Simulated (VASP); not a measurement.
Runs of VASP 6.6.1 on MoS2. The structure is that of space group R3m (No. 160), or close to it. The cells are those of the table. 

```csv
cell,gap on the mesh (eV),pressure (GPa),largest force (eV/Å)
"a = 6.322 Å, angles 31.8°, 3 atoms",0.11,(c),1.35
"a = 6.294 Å, angles 30.5°, 3 atoms",0.45,-11.9,0.83
"a = 6.228 Å, angles 27.1°, 3 atoms",1.03,32.9,1.95
"a = 6.216 Å, angles 26.4°, 3 atoms",1.20,50.0,2.85
"a = 6.280 Å, angles 29.8°, 3 atoms",0.69,-6.8,0.46
"a = 6.254 Å, angles 28.5°, 3 atoms",0.85,8.4,0.53
"a = 6.308 Å, angles 31.2°, 3 atoms",0.25,-15.8,1.12
"a = 6.315 Å, angles 31.5°, 3 atoms",0.18,-17.3,1.24
"a = 6.241 Å, angles 27.8°, 3 atoms",(a),(b),1.17
```

Alike in all rows: task single point; level PBE+D3(BJ); potentials or basis VASP PAW PBE potentials, release 64 (Mo_sv, S); no spin polarisation; k mesh 12 × 12 × 12; cutoff (eV) 520; smearing gaussian 0.05 eV.

Problem. Fill in the values left out.

Solution. (a) 0.91; (b) 19.2; (c) -18.7.

Caveats: forces of over 1 eV/Å act on the atoms, so gaps and moduli don't describe the material at rest (some runs).

A k mesh can miss the band edges, and the runs leave out spin-orbit coupling on Mo.
